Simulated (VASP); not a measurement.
# CaMgF4 (F-43m) in VASP: single point with PBE

Aim: the single point of CaMgF4 with PBE.

All numbers are computed with VASP 6.6.1; they aren't measurements. Logs are shortened: lines on timing, memory, paths and dates and some standing lists are left out, and cuts for length are marked.

## (1) The cell of the first run

The structure is cubic, space group F-43m (No. 216). The conventional cell has a = 7.078 Å, b = 7.078 Å, c = 7.078 Å, α = 90.00°, β = 90.00°, γ = 90.00°. Ca (site symmetry -43m) has 12 F at 2.93 Å and 4 Mg at 3.06 Å within 3.9 Å. Mg (site symmetry -43m) has 12 F at 2.93 Å and 4 Ca at 3.06 Å within 3.9 Å. F (site symmetry 3m) has 6 F at 2.50 Å and 3 Ca at 2.93 Å and 3 Mg at 2.93 Å within 3.3 Å.

## (2) Single point, PBE

The input, INCAR:

```
PREC     = Accurate       # precision mode
ENCUT    = 520            # plane-wave cutoff, eV
EDIFF    = 1E-6           # SCF threshold, eV
ISMEAR   = 0              # smearing method
SIGMA    = 0.1            # smearing width, eV
LREAL    = False          # projectors in reciprocal space
LASPH    = True           # aspherical terms in the spheres
NELM     = 80             # most SCF steps
ALGO     = Normal         # electronic algorithm
ISIF     = 2              # what is computed and relaxed
LWAVE    = False          # write WAVECAR
LCHARG   = False          # write CHGCAR
GGA      = PE             # functional
NBANDS   = 29             # bands
```

The input, KPOINTS:

```
Automatic mesh
0
Gamma
  4 4 4
```

The input, POSCAR:

```
CaMgF4
1.0
    0.0000000000      3.5389570200      3.5389570200
    3.5389570200      0.0000000000      3.5389570200
    3.5389570200      3.5389570200      0.0000000000
Ca Mg F
1 1 4
Direct
    0.2500000000      0.2500000000      0.2500000000
    0.5000000000      0.5000000000      0.5000000000
    0.8750412900      0.3748761400      0.8750412900
    0.8750412900      0.8750412900      0.8750412900
    0.8750412900      0.8750412900      0.3748761400
    0.3748761400      0.8750412900      0.8750412900
```

Potentials or basis: VASP PAW PBE potentials, release 64 (Ca_sv, Mg, F).

Command:

```sh
$ cat potpaw_PBE.64/Ca_sv/POTCAR potpaw_PBE.64/Mg/POTCAR potpaw_PBE.64/F/POTCAR > POTCAR
$ mpirun -np 1 vasp_std > vasp.out
```

OUTCAR:

```text
PREC = Accurate
   ENCUT = 520
   EDIFF = 1E-6
   ISMEAR = 0
   LREAL = False
   LASPH = True
   NELM = 80
   ISIF = 2
   GGA = PE

 ion  position               nearest neighbor table
   1  0.250  0.250  0.250-   2 3.06   2 3.06   2 3.06   2 3.06
   2  0.500  0.500  0.500-   1 3.06   1 3.06   1 3.06   1 3.06
   3  0.875  0.375  0.875-
   4  0.875  0.875  0.875-
   5  0.875  0.875  0.375-
   6  0.375  0.875  0.875-

  LATTYP: Found a face centered cubic cell.
 ALAT       =     7.0779140400

  Lattice vectors:

 A1 = (   0.0000000000,   3.5389570200,   3.5389570200)
 A2 = (   3.5389570200,   0.0000000000,   3.5389570200)
 A3 = (   3.5389570200,   3.5389570200,   0.0000000000)

Analysis of symmetry for initial positions (statically):
=====================================================================
 Subroutine PRICEL returns:
 Original cell was already a primitive cell.

 Routine SETGRP: Setting up the symmetry group for a
 face centered cubic supercell.

 Subroutine GETGRP returns: Found 24 space group operations
 (whereof 24 operations were pure point group operations)
 out of a pool of 48 trial point group operations.

The static configuration has the point symmetry T_d .

Analysis of symmetry for dynamics (positions and initial velocities):
=====================================================================
 Subroutine PRICEL returns:
 Original cell was already a primitive cell.

 Routine SETGRP: Setting up the symmetry group for a
 face centered cubic supercell.

 Subroutine GETGRP returns: Found 24 space group operations
 (whereof 24 operations were pure point group operations)
 out of a pool of 48 trial point group operations.

The dynamic configuration has the point symmetry T_d .

 Subroutine INISYM returns: Found 24 space group operations
 (whereof 24 operations are pure point group operations),
 and found     1 'primitive' translations

----------------------------------------------------------------------------------------

                                     Primitive cell

  volume of cell :      88.6453

  direct lattice vectors                    reciprocal lattice vectors
     0.000000000  3.538957020  3.538957020    -0.141284564  0.141284564  0.141284564
     3.538957020  0.000000000  3.538957020     0.141284564 -0.141284564  0.141284564
     3.538957020  3.538957020  0.000000000     0.141284564  0.141284564 -0.141284564

  length of vectors
     5.004841014  5.004841014  5.004841014     0.244712043  0.244712043  0.244712043

  position of ions in fractional coordinates (direct lattice)
     0.250000000  0.250000000  0.250000000
     0.500000000  0.500000000  0.500000000
     0.875041290  0.374876140  0.875041290
     0.875041290  0.875041290  0.875041290
     0.875041290  0.875041290  0.374876140
     0.374876140  0.875041290  0.875041290

  ion indices of the primitive-cell ions
   primitive index   ion index
                 1           1
                 2           2
                 3           3
                 4           4
                 5           5
                 6           6

----------------------------------------------------------------------------------------

 KPOINTS: Automatic mesh

Automatic generation of k-mesh.
 Grid dimensions read from file:
 generate k-points for:    4    4    4

 Generating k-lattice:

  Cartesian coordinates                     Fractional coordinates (reciprocal lattice)
    -0.035321141  0.035321141  0.035321141     0.250000000  0.000000000  0.000000000
     0.035321141 -0.035321141  0.035321141     0.000000000  0.250000000  0.000000000
     0.035321141  0.035321141 -0.035321141     0.000000000  0.000000000  0.250000000

  Length of vectors
     0.061178011  0.061178011  0.061178011

  Shift w.r.t. Gamma in fractional coordinates (k-lattice)
     0.000000000  0.000000000  0.000000000

 Subroutine IBZKPT returns following result:
 ===========================================

 Found      8 irreducible k-points:

 Following reciprocal coordinates:
            Coordinates               Weight
  0.000000  0.000000  0.000000      1.000000
  0.250000  0.000000  0.000000      8.000000
  0.500000  0.000000  0.000000      4.000000
  0.250000  0.250000  0.000000      6.000000
  0.500000  0.250000  0.000000     24.000000
 -0.250000  0.250000  0.000000     12.000000
  0.500000  0.500000  0.000000      3.000000
 -0.250000  0.500000  0.250000      6.000000
   k-points           NKPTS =      8   k-points in BZ     NKDIM =      8   number of bands    NBANDS=     29
   number of dos      NEDOS =    301   number of ions     NIONS =      6
   total plane-waves  NPLWV =  64000
   dimension x,y,z NGX =    40 NGY =   40 NGZ =   40
   dimension x,y,z NGXF=    80 NGYF=   80 NGZF=   80
   ions per type =               1   1   4
   NGX,Y,Z   is equivalent  to a cutoff of  13.29, 13.29, 13.29 a.u.
   NGXF,Y,Z  is equivalent  to a cutoff of  26.57, 26.57, 26.57 a.u.
 SYSTEM =  unknown system
   PREC   = accura    normal or accurate (medium, high low for compatibility)
   ISTART =      0    job   : 0-new  1-cont  2-samecut
   ICHARG =      2    charge: 1-file 2-atom 10-const
   ISPIN  =      1    spin polarized calculation?
   LNONCOLLINEAR =      F non collinear calculations
   LSORBIT =      F    spin-orbit coupling
   LASPH  =      T    aspherical Exc in radial PAW
   ENCUT  =  520.0 eV  38.22 Ry    6.18 a.u.   9.31  9.31  9.31*2*pi/ulx,y,z
   NELM   =     80;   NELMIN=  2; NELMDL= -5     # of ELM steps
   EDIFF  = 0.1E-05   stopping-criterion for ELM
   LREAL  =      F    real-space projection
   EDIFFG = 0.1E-04   stopping-criterion for IOM
   NSW    =      0    number of steps for IOM
   IBRION =     -1    ionic relax: 0-MD 1-quasi-New 2-CG
   NFREE  =      0    steps in history (QN), initial steepest desc. (CG)
   ISIF   =      2    stress and relaxation
   ISYM   =      2    0-nonsym 1-usesym 2-fastsym
   POTIM  = 0.5000    time-step for ionic-motion
   TEBEG  =    0.0;   TEEND  =   0.0 temperature during run
   PSTRESS=    0.0 pullay stress
   NELECT =      40.0000    total number of electrons
   NUPDOWN=      -1.0000    fix difference up-down
   EMIN   =  10.00;   EMAX   =-10.00  energy-range for DOS
   EFERMI =   0.00;   METHOD = LEGACY
   ISMEAR =     0;   SIGMA  =   0.10  broadening in eV -4-tet -1-fermi 0-gaus
   EFERMI_NEDOS =   21; number of points for ismear=-14 and -15
   IALGO  =     38    algorithm
   IMIX   =      4    mixing-type and parameters
     AMIX     =   0.40;   BMIX     =  1.00
     AMIX_MAG =   1.60;   BMIX_MAG =  1.00
  volume/ion in A,a.u.               =      14.77        99.70
  Fermi-wavevector in a.u.,A,eV,Ry     =   1.255672  2.372876 21.452471  1.576712
  Thomas-Fermi vector in A             =   2.389417
   LORBIT       =      0    0 simple, 1 ext, 2 COOP (PROOUT), +10 PAW based schemes
   GGA     = PE    functional components
   LHFCALC =     F    Hartree Fock is set to
   AEXX    =    0.0000 exact exchange contribution
   IVDW    =     0    specifies the selected vdW correction
   LEPSILON=     F    determine dielectric tensor
   LRPA    =     F    only Hartree local field effects (RPA)
 non-spin polarized calculation
 Gauss-broadening in eV      SIGMA  =   0.10
  energy-cutoff  :      520.00
  volume of cell :       88.65
 maximum number of plane-waves:      2421
 NGX is ok and might be reduce to    40
   NGX = 19   NGY = 19   NGZ = 19

 number of electron      40.0000012 magnetization

 Free energy of the ion-electron system (eV)
  ---------------------------------------------------
  ext. energy  EPLUGINS =         0.00000000
  ---------------------------------------------------
  free energy    TOTEN  =       -20.67411781 eV

  energy without entropy =      -20.66899489  energy(sigma->0) =      -20.67155635

 E-fermi :   1.1323     XC(G=0):  -9.2370

 val. band max:        1.0503215391   @ k =   0.0000   0.0000   0.0000
 cond. band min:       1.3196965628   @ k =   0.2500   0.0000   0.0000
 fundamental gap:      0.2693750237
 Fermi energy:         1.1323494289

 k-point     1 :       0.0000    0.0000    0.0000
  band No.  band energies     occupation
      1     -40.6219      2.00000
      2     -21.5611      2.00000
      3     -21.5611      2.00000
      4     -21.5611      2.00000
      5     -20.1160      2.00000
      6     -19.0821      2.00000
[... 21 lines left out ...]
     28       8.3352      0.00000
     29       8.3352      0.00000

 k-point     2 :       0.2500    0.0000    0.0000
  band No.  band energies     occupation
      1     -40.6217      2.00000
      2     -21.5886      2.00000
      3     -21.5619      2.00000
      4     -21.5619      2.00000
      5     -19.9872      2.00000
      6     -19.1975      2.00000
[... 21 lines left out ...]
     28       8.3187      0.00000
     29       8.3187      0.00000

 k-point     3 :       0.5000    0.0000    0.0000
  band No.  band energies     occupation
      1     -40.6214      2.00000
      2     -21.6140      2.00000
      3     -21.5626      2.00000
      4     -21.5626      2.00000
      5     -19.8069      2.00000
      6     -19.3668      2.00000
[... 21 lines left out ...]
     28       8.3163      0.00000
     29       8.3163      0.00000

 k-point     4 :       0.2500    0.2500    0.0000
  band No.  band energies     occupation
      1     -40.6216      2.00000
      2     -21.5849      2.00000
      3     -21.5671      2.00000
      4     -21.5671      2.00000
      5     -19.9470      2.00000
      6     -19.2461      2.00000
[... 21 lines left out ...]
     28       8.0700      0.00000
     29       8.0700      0.00000

 k-point     5 :       0.5000    0.2500    0.0000
  band No.  band energies     occupation
      1     -40.6214      2.00000
      2     -21.6022      2.00000
      3     -21.5732      2.00000
      4     -21.5679      2.00000
      5     -19.7527      2.00000
      6     -19.4269      2.00000
[... 21 lines left out ...]
     28       7.3463      0.00000
     29       7.9543      0.00000

 k-point     6 :      -0.2500    0.2500    0.0000
  band No.  band energies     occupation
      1     -40.6214      2.00000
      2     -21.5998      2.00000
      3     -21.5745      2.00000
      4     -21.5626      2.00000
      5     -19.8253      2.00000
      6     -19.3495      2.00000
[... 21 lines left out ...]
     28       7.2436      0.00000
     29       8.1952      0.00000

 k-point     7 :       0.5000    0.5000    0.0000
  band No.  band energies     occupation
      1     -40.6213      2.00000
      2     -21.6008      2.00000
      3     -21.5731      2.00000
      4     -21.5731      2.00000
      5     -19.6180      2.00000
      6     -19.5768      2.00000
[... 21 lines left out ...]
     28       7.5801      0.00000
     29       7.5801      0.00000

 k-point     8 :      -0.2500    0.5000    0.2500
  band No.  band energies     occupation
      1     -40.6213      2.00000
      2     -21.5971      2.00000
      3     -21.5766      2.00000
      4     -21.5757      2.00000
      5     -19.5996      2.00000
      6     -19.5767      2.00000
[... 21 lines left out ...]
     28       6.7046      0.00000
     29       7.5419      0.00000

------------------------ aborting loop because EDIFF is reached ----------------------------------------

  FORCE on cell =-STRESS in cart. coord.  units (eV):
  Direction    XX          YY          ZZ          XY          YZ          ZX
  --------------------------------------------------------------------------------------
  -------------------------------------------------------------------------------------
  Total       -4.5182121     -4.5182121     -4.5182121      0.0000000     -0.0000000     -0.0000000
  in kB      -81.6622487    -81.6622487    -81.6622487      0.0000000     -0.0000000     -0.0000000
  external PRESSURE =     -81.6622487 kB  Pullay stress =       0.0000000 kB

 VOLUME and BASIS-vectors are now :
 -----------------------------------------------------------------------------
  energy-cutoff  :      520.00
  volume of cell :       88.65
      direct lattice vectors                 reciprocal lattice vectors
     0.000000000  3.538957020  3.538957020    -0.141284564  0.141284564  0.141284564
     3.538957020  0.000000000  3.538957020     0.141284564 -0.141284564  0.141284564
     3.538957020  3.538957020  0.000000000     0.141284564  0.141284564 -0.141284564

 POSITION                                       TOTAL-FORCE (eV/Angst)
 -----------------------------------------------------------------------------------
      1.76948      1.76948      1.76948        -0.000000     -0.000000     -0.000000
      3.53896      3.53896      3.53896        -0.000000     -0.000000     -0.000000
      4.42340      6.19347      4.42340        -0.002338      0.002338     -0.002338
      6.19347      6.19347      6.19347         0.002338      0.002338      0.002338
      4.42340      4.42340      6.19347        -0.002338     -0.002338      0.002338
      6.19347      4.42340      4.42340         0.002338     -0.002338     -0.002338
 -----------------------------------------------------------------------------------
    total drift:                               -0.000132     -0.000132     -0.000132

  FREE ENERGIE OF THE ION-ELECTRON SYSTEM (eV)
  ---------------------------------------------------
  free  energy   TOTEN  =       -20.6741178097 eV

  energy  without entropy=      -20.6689948936  energy(sigma->0) =      -20.67155635
```

It took 28 s on 1 thread of Intel Xeon Platinum 8259CL at 2.50GHz (Skylake/Cascade Lake), shared host; peak memory 0.24 GiB.

What came out:

| Quantity | Value |
| --- | --- |
| Free energy | -20.6741 eV |
| Pressure | -8.2 GPa |
| Largest force | 0.004 eV/Å |
| Band gap on the k mesh | zero (filled and empty bands touch) |

Forces in eV/Å, atoms in the order of the input:
```
Ca   0.000  0.000  0.000
Mg   0.000  0.000  0.000
F   -0.002  0.002 -0.002
F    0.002  0.002  0.002
F   -0.002 -0.002  0.002
F    0.002 -0.002 -0.002
```

Caveat: the k points lie up to 0.38 Å⁻¹ apart.
